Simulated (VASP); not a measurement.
# Ti (P6/mmm) in VASP: notebook

The runs below take Ti through single point, with r2SCAN.

Program: VASP 6.6.1. These are calculated values, not measurements. Logs are shortened: lines on timing, memory, paths and dates and some standing lists are left out, and cuts for length are marked.

## (1) The cell of the first run

Symmetry: P6/mmm, No. 191, hexagonal system. The conventional cell has a = 4.454 Å, b = 4.454 Å, c = 2.895 Å, α = 90.00°, β = 90.00°, γ = 120.00°. Ti (site symmetry 6/mmm) has 14 Ti at 2.90 to 2.95 Å within 3.8 Å. Within 3.4 Å of Ti (site symmetry -6m2) lie 11 Ti at 2.57 to 2.95 Å.

This isn't the form of Ti at room conditions, which is hcp.

## (2) Single point, r2SCAN (strain -0.025 along x and y, +0.025 along z)

POSCAR reads:

```
Ti
1.0
    4.4538211635      0.0000000000      0.0000000000
   -2.2269105818      3.8571222715      0.0000000000
    0.0000000000      0.0000000000      2.8951770102
Ti
3
Direct
    0.0000000000      0.0000000000      0.0000000000
    0.3333333333      0.6666666667      0.5000000000
    0.6666666667      0.3333333333      0.5000000000
```

INCAR.step1 reads:

```
PREC = Accurate ; ENCUT = 520
ISMEAR = 0 ; SIGMA = 0.15
LREAL = F ; LASPH = T
NELM = 60 ; NBANDS = 25
GGA = PE ; ALGO = Normal
EDIFF = 1E-4 ; LWAVE = T
LCHARG = F
```

INCAR.step2 reads:

```
PREC = Accurate ; ENCUT = 520
EDIFF = 1E-7 ; ISMEAR = 0
SIGMA = 0.15 ; LREAL = F
LASPH = T ; NELM = 60
ALGO = Normal ; ISIF = 2
LWAVE = F ; LCHARG = T
METAGGA = R2SCAN ; LMIXTAU = T
LELF = T ; LVHAR = T
NBANDS = 25 ; ISTART = 1
```

KPOINTS reads:

```
regular mesh
0
Gamma
  12 12 16
```

Potentials or basis: VASP PAW PBE potentials, release 64 (Ti_sv).

On the command line:

```
cat potpaw_PBE.64/Ti_sv/POTCAR > POTCAR
cp INCAR.step1 INCAR
mpirun -np 1 vasp_std > vasp.out
cp INCAR.step2 INCAR
mpirun -np 1 vasp_std > vasp.out
```

OUTCAR:

```text
PREC = Accurate
   ENCUT = 520
   EDIFF = 1E-7
   ISMEAR = 0
   LREAL = F
   LASPH = T
   NELM = 60
   ISIF = 2
   METAGGA = R2SCAN
   ISTART = 1

 ion  position               nearest neighbor table
   1  0.000  0.000  0.000-
   2  0.333  0.667  0.500-   3 2.57   3 2.57   3 2.57
   3  0.667  0.333  0.500-   2 2.57   2 2.57   2 2.57

  LATTYP: Found a hexagonal cell.
 ALAT       =     4.4538211635
 C/A-ratio  =     0.6500433906

  Lattice vectors:

 A1 = (   4.4538211635,   0.0000000000,   0.0000000000)
 A2 = (  -2.2269105818,   3.8571222715,   0.0000000000)
 A3 = (   0.0000000000,   0.0000000000,   2.8951770102)

Analysis of symmetry for initial positions (statically):
=====================================================================
 Subroutine PRICEL returns:
 Original cell was already a primitive cell.

 Routine SETGRP: Setting up the symmetry group for a
 hexagonal supercell.

 Subroutine GETGRP returns: Found 24 space group operations
 (whereof 24 operations were pure point group operations)
 out of a pool of 24 trial point group operations.

The static configuration has the point symmetry D_6h.

Analysis of symmetry for dynamics (positions and initial velocities):
=====================================================================
 Subroutine PRICEL returns:
 Original cell was already a primitive cell.

 Routine SETGRP: Setting up the symmetry group for a
 hexagonal supercell.

 Subroutine GETGRP returns: Found 24 space group operations
 (whereof 24 operations were pure point group operations)
 out of a pool of 24 trial point group operations.

The dynamic configuration has the point symmetry D_6h.

 Subroutine INISYM returns: Found 24 space group operations
 (whereof 24 operations are pure point group operations),
 and found     1 'primitive' translations

----------------------------------------------------------------------------------------

                                     Primitive cell

  volume of cell :      49.7361

  direct lattice vectors                    reciprocal lattice vectors
     4.453821163  0.000000000  0.000000000     0.224526303  0.129630321  0.000000000
    -2.226910582  3.857122272  0.000000000     0.000000000  0.259260643  0.000000000
     0.000000000  0.000000000  2.895177010     0.000000000  0.000000000  0.345402024

  length of vectors
     4.453821163  4.453821164  2.895177010     0.259260643  0.259260643  0.345402024

  position of ions in fractional coordinates (direct lattice)
     0.000000000  0.000000000  0.000000000
     0.333333333  0.666666667  0.500000000
     0.666666667  0.333333333  0.500000000

  ion indices of the primitive-cell ions
   primitive index   ion index
                 1           1
                 2           2
                 3           3

----------------------------------------------------------------------------------------

 KPOINTS: regular mesh

Automatic generation of k-mesh.
 Grid dimensions read from file:
 generate k-points for:   12   12   16

 Generating k-lattice:

  Cartesian coordinates                     Fractional coordinates (reciprocal lattice)
     0.018710525  0.010802527  0.000000000     0.083333333 -0.000000000  0.000000000
     0.000000000  0.021605054  0.000000000     0.000000000  0.083333333  0.000000000
     0.000000000  0.000000000  0.021587627     0.000000000  0.000000000  0.062500000

  Length of vectors
     0.021605054  0.021605054  0.021587627

  Shift w.r.t. Gamma in fractional coordinates (k-lattice)
     0.000000000  0.000000000  0.000000000

 Subroutine IBZKPT returns following result:
 ===========================================

 Found    171 irreducible k-points:

 Following reciprocal coordinates:
            Coordinates               Weight
  0.000000  0.000000  0.000000      1.000000
  0.083333  0.000000  0.000000      6.000000
  0.166667  0.000000  0.000000      6.000000
  0.250000  0.000000  0.000000      6.000000
  0.333333  0.000000  0.000000      6.000000
  0.416667  0.000000  0.000000      6.000000
[... 16 lines left out ...]
  0.250000  0.000000  0.062500     12.000000
  0.333333  0.000000  0.062500     12.000000
 [... further k-points ...]
   k-points           NKPTS =    171   k-points in BZ     NKDIM =    171   number of bands    NBANDS=     25
   number of dos      NEDOS =    301   number of ions     NIONS =      3
   total plane-waves  NPLWV =  31104
   dimension x,y,z NGX =    36 NGY =   36 NGZ =   24
   dimension x,y,z NGXF=    72 NGYF=   72 NGZF=   48
   ions per type =               3
   NGX,Y,Z   is equivalent  to a cutoff of  13.44, 13.44, 13.78 a.u.
   NGXF,Y,Z  is equivalent  to a cutoff of  26.88, 26.88, 27.56 a.u.
 SYSTEM =  unknown system
   PREC   = accura    normal or accurate (medium, high low for compatibility)
   ISTART =      1    job   : 0-new  1-cont  2-samecut
   ICHARG =      0    charge: 1-file 2-atom 10-const
   ISPIN  =      1    spin polarized calculation?
   LNONCOLLINEAR =      F non collinear calculations
   LSORBIT =      F    spin-orbit coupling
   LASPH  =      T    aspherical Exc in radial PAW
   ENCUT  =  520.0 eV  38.22 Ry    6.18 a.u.   8.28  8.28  5.38*2*pi/ulx,y,z
   NELM   =     60;   NELMIN=  2; NELMDL=  0     # of ELM steps
   EDIFF  = 0.1E-06   stopping-criterion for ELM
   LREAL  =      F    real-space projection
   EDIFFG = 0.1E-05   stopping-criterion for IOM
   NSW    =      0    number of steps for IOM
   IBRION =     -1    ionic relax: 0-MD 1-quasi-New 2-CG
   NFREE  =      0    steps in history (QN), initial steepest desc. (CG)
   ISIF   =      2    stress and relaxation
   ISYM   =      2    0-nonsym 1-usesym 2-fastsym
   POTIM  = 0.5000    time-step for ionic-motion
   TEBEG  =    0.0;   TEEND  =   0.0 temperature during run
   PSTRESS=    0.0 pullay stress
   NELECT =      36.0000    total number of electrons
   NUPDOWN=      -1.0000    fix difference up-down
   EMIN   =  10.00;   EMAX   =-10.00  energy-range for DOS
   EFERMI =   0.00;   METHOD = LEGACY
   ISMEAR =     0;   SIGMA  =   0.15  broadening in eV -4-tet -1-fermi 0-gaus
   EFERMI_NEDOS =   21; number of points for ismear=-14 and -15
   IALGO  =     38    algorithm
   IMIX   =      4    mixing-type and parameters
     AMIX     =   0.40;   BMIX     =  1.00
     AMIX_MAG =   1.60;   BMIX_MAG =  1.00
  volume/ion in A,a.u.               =      16.58       111.88
  Fermi-wavevector in a.u.,A,eV,Ry     =   1.469891  2.777692 29.396483  2.160581
  Thomas-Fermi vector in A             =   2.585214
   LORBIT       =      0    0 simple, 1 ext, 2 COOP (PROOUT), +10 PAW based schemes
   METAGGA = R2SCAN    functional components
   LHFCALC =     F    Hartree Fock is set to
   AEXX    =    0.0000 exact exchange contribution
   IVDW    =     0    specifies the selected vdW correction
   LEPSILON=     F    determine dielectric tensor
   LRPA    =     F    only Hartree local field effects (RPA)
 non-spin polarized calculation
 Gauss-broadening in eV      SIGMA  =   0.15
  energy-cutoff  :      520.00
  volume of cell :       49.74
 maximum number of plane-waves:      1362
 NGX is ok and might be reduce to    36
   NGX = 17   NGY = 17   NGZ = 11

 number of electron      36.0000009 magnetization

 Free energy of the ion-electron system (eV)
  ---------------------------------------------------
  ext. energy  EPLUGINS =         0.00000000
  ---------------------------------------------------
  free energy    TOTEN  =       -38.84265150 eV

  energy without entropy =      -38.81450698  energy(sigma->0) =      -38.82857924

 E-fermi :   8.8415     XC(G=0): -12.6357

 val. band max:        8.8346458103   @ k =   0.4167   0.1667   0.1875
 cond. band min:       8.8432788274   @ k =   0.3333   0.3333   0.1875
 fundamental gap:      0.0086330170
 Fermi energy:         8.8414771511

 k-point     1 :       0.0000    0.0000    0.0000
  band No.  band energies     occupation
      1     -50.4180      2.00000
      2     -50.1460      2.00000
      3     -49.9265      2.00000
      4     -25.7000      2.00000
      5     -25.6999      2.00000
      6     -25.6615      2.00000
[... 17 lines left out ...]
     24      10.5235      0.00000
     25      10.6524      0.00000

 k-point     2 :       0.0833    0.0000    0.0000
  band No.  band energies     occupation
      1     -50.4164      2.00000
      2     -50.1440      2.00000
      3     -49.9302      2.00000
      4     -25.7517      2.00000
      5     -25.7436      2.00000
      6     -25.6095      2.00000
[... 17 lines left out ...]
     24      10.4053      0.00000
     25      10.9040      0.00000

 k-point     3 :       0.1667    0.0000    0.0000
  band No.  band energies     occupation
      1     -50.4122      2.00000
      2     -50.1377      2.00000
      3     -49.9411      2.00000
      4     -25.8139      2.00000
      5     -25.7765      2.00000
      6     -25.5468      2.00000
[... 17 lines left out ...]
     24      10.6122      0.00000
     25      11.2158      0.00000

 k-point     4 :       0.2500    0.0000    0.0000
  band No.  band energies     occupation
      1     -50.4067      2.00000
      2     -50.1271      2.00000
      3     -49.9579      2.00000
      4     -25.8679      2.00000
      5     -25.7789      2.00000
      6     -25.4922      2.00000
[... 17 lines left out ...]
     24      10.9017      0.00000
     25      11.5179      0.00000
[... 477 lines left out ...]
 k-point    22 :       0.1667    0.0000    0.0625
  band No.  band energies     occupation
      1     -50.4100      2.00000
      2     -50.1366      2.00000
      3     -49.9395      2.00000
      4     -25.8088      2.00000
      5     -25.7724      2.00000
      6     -25.5465      2.00000
[... 17 lines left out ...]
     24      10.5968      0.00000
     25      11.2970      0.00000

 k-point    23 :       0.2500    0.0000    0.0625
  band No.  band energies     occupation
      1     -50.4046      2.00000
      2     -50.1258      2.00000
      3     -49.9563      2.00000
      4     -25.8621      2.00000
      5     -25.7754      2.00000
      6     -25.4931      2.00000
[... 17 lines left out ...]
     24      10.8756      0.00000
     25      11.6175      0.00000

 k-point    24 :       0.3333    0.0000    0.0625
  band No.  band energies     occupation
      1     -50.3994      2.00000
      2     -50.1112      2.00000
      3     -49.9767      2.00000
      4     -25.9030      2.00000
      5     -25.7484      2.00000
      6     -25.4522      2.00000
[... 17 lines left out ...]
     24      11.2140      0.00000
     25      11.5306      0.00000

 [... further k-points ...]

------------------------ aborting loop because EDIFF is reached ----------------------------------------

  FORCE on cell =-STRESS in cart. coord.  units (eV):
  Direction    XX          YY          ZZ          XY          YZ          ZX
  --------------------------------------------------------------------------------------
  -------------------------------------------------------------------------------------
  Total        2.0971515      2.0971515     -0.9897997     -0.0000000     -0.0000000      0.0000000
  in kB       67.5568011     67.5568011    -31.8850127     -0.0000000     -0.0000000      0.0000000
  external PRESSURE =      34.4095299 kB  Pullay stress =       0.0000000 kB

 VOLUME and BASIS-vectors are now :
 -----------------------------------------------------------------------------
  energy-cutoff  :      520.00
  volume of cell :       49.74
      direct lattice vectors                 reciprocal lattice vectors
     4.453821163  0.000000000  0.000000000     0.224526303  0.129630321  0.000000000
    -2.226910582  3.857122272  0.000000000     0.000000000  0.259260643  0.000000000
     0.000000000  0.000000000  2.895177010     0.000000000  0.000000000  0.345402024

 POSITION                                       TOTAL-FORCE (eV/Angst)
 -----------------------------------------------------------------------------------
      0.00000      0.00000      0.00000         0.000000      0.000000      0.000000
     -0.00000      2.57141      1.44759        -0.000000      0.000000     -0.000000
      2.22691      1.28571      1.44759        -0.000000      0.000000      0.000000
 -----------------------------------------------------------------------------------
    total drift:                                0.000000      0.000000     -0.000000

  FREE ENERGIE OF THE ION-ELECTRON SYSTEM (eV)
  ---------------------------------------------------
  free  energy   TOTEN  =       -38.8426514963 eV

  energy  without entropy=      -38.8145069782  energy(sigma->0) =      -38.82857924
```

Wall time 21 min (1 thread of Intel Xeon 8259CL, shared host); peak memory 0.3 GiB.

Results:

```
Free energy            : -38.8427 eV
Pressure               : 3.4 GPa
Band gap on the k mesh : zero (bands 18 and 19 overlap by 0.46 eV)
```

Levels at points of the mesh, in eV from the Fermi level:
```tsv
k point	band 14	band 15	band 16	band 17	band 18	band 19	band 20	band 21	band 22	band 23
(0.00, 0.00, 0.00)	-2.23	-0.76	-0.76	-0.73	-0.73	0.28	1.10	1.49	1.49	1.68
(0.50, 0.00, 0.00)	-3.82	-2.86	-0.50	-0.30	-0.28	0.16	0.73	0.87	1.26	1.77
(0.00, 0.00, 0.50)	-2.33	-2.33	-2.29	-1.90	-1.90	1.31	1.31	1.34	1.34	3.31
(0.50, 0.00, 0.50)	-2.34	-1.86	-1.37	-1.06	-0.96	0.46	0.82	0.85	1.13	2.44
```

Caveat: the cell differs from its parent crystal (strain -0.025 along x and y, +0.025 along z); the cell stands under pressure; the PAW data sets were made with another functional, which shifts forces and pressure a little.

## (3) Single point, r2SCAN (strain -0.025 along x and y, +0.050 along z)

Edit POSCAR of step 2 so:

```diff
@@ -4,3 +4,3 @@
    -2.2269105818      3.8571222715      0.0000000000
-    0.0000000000      0.0000000000      2.8951770102
+    0.0000000000      0.0000000000      2.9657910836
 Ti
```

INCAR.step1 reads:

```
PREC = Accurate
ENCUT = 520
ISMEAR = 0
SIGMA = 0.15
LREAL = False
LASPH = True
NELM = 60
NBANDS = 25
GGA = PE
ALGO = Normal
EDIFF = 1E-4
LWAVE = True
LCHARG = False
```

INCAR.step2 reads:

```
PREC = Accurate
ENCUT = 520
EDIFF = 1E-6
ISMEAR = 0
SIGMA = 0.15
LREAL = False
LASPH = True
NELM = 60
ALGO = Normal
ISIF = 2
LWAVE = False
LCHARG = False
METAGGA = R2SCAN
LMIXTAU = True
NBANDS = 25
ISTART = 1
```

KPOINTS is that of step 2.

Potentials or basis: VASP PAW PBE potentials, release 64 (Ti_sv).

On the command line:

```
cat potpaw_PBE.64/Ti_sv/POTCAR > POTCAR
cp INCAR.step1 INCAR
mpirun -np 1 vasp_std > vasp.out
cp INCAR.step2 INCAR
mpirun -np 1 vasp_std > vasp.out
```

OUTCAR:

```text
PREC = Accurate
   ENCUT = 520
   EDIFF = 1E-6
   ISMEAR = 0
   LREAL = False
   LASPH = True
   NELM = 60
   ISIF = 2
   METAGGA = R2SCAN
   ISTART = 1

 ion  position               nearest neighbor table
   1  0.000  0.000  0.000-
   2  0.333  0.667  0.500-   3 2.57   3 2.57   3 2.57
   3  0.667  0.333  0.500-   2 2.57   2 2.57   2 2.57

  LATTYP: Found a hexagonal cell.
 ALAT       =     4.4538211635
[... 867 lines left out ...]

  FORCE on cell =-STRESS in cart. coord.  units (eV):
  Direction    XX          YY          ZZ          XY          YZ          ZX
  --------------------------------------------------------------------------------------
  -------------------------------------------------------------------------------------
  Total        1.6218818      1.6218818     -2.8219867     -0.0000000      0.0000000      0.0000000
  in kB       51.0026846     51.0026846    -88.7419165     -0.0000000      0.0000000      0.0000000
  external PRESSURE =       4.4211509 kB  Pullay stress =       0.0000000 kB

 VOLUME and BASIS-vectors are now :
 -----------------------------------------------------------------------------
  energy-cutoff  :      520.00
  volume of cell :       50.95
      direct lattice vectors                 reciprocal lattice vectors
     4.453821163  0.000000000  0.000000000     0.224526303  0.129630321  0.000000000
    -2.226910582  3.857122272  0.000000000     0.000000000  0.259260643  0.000000000
     0.000000000  0.000000000  2.965791084     0.000000000  0.000000000  0.337178167

 POSITION                                       TOTAL-FORCE (eV/Angst)
 -----------------------------------------------------------------------------------
      0.00000      0.00000      0.00000         0.000000      0.000000      0.000000
     -0.00000      2.57141      1.48290         0.000000      0.000000     -0.000000
      2.22691      1.28571      1.48290        -0.000000     -0.000000      0.000000
 -----------------------------------------------------------------------------------
    total drift:                                0.000000      0.000000     -0.000000

  FREE ENERGIE OF THE ION-ELECTRON SYSTEM (eV)
  ---------------------------------------------------
  free  energy   TOTEN  =       -38.7971117365 eV

  energy  without entropy=      -38.7674832896  energy(sigma->0) =      -38.78229751
```

It took 18 min on 1 thread of Intel Xeon 8259CL, shared host; peak memory 0.3 GiB.

Results:

```
Free energy            : -38.7971 eV
Pressure               : 0.4 GPa
Band gap on the k mesh : zero (bands 18 and 19 overlap by 0.57 eV)
```

Caveat: the cell differs from its parent crystal (strain -0.025 along x and y, +0.050 along z); the PAW data sets were made with another functional, which shifts forces and pressure a little.
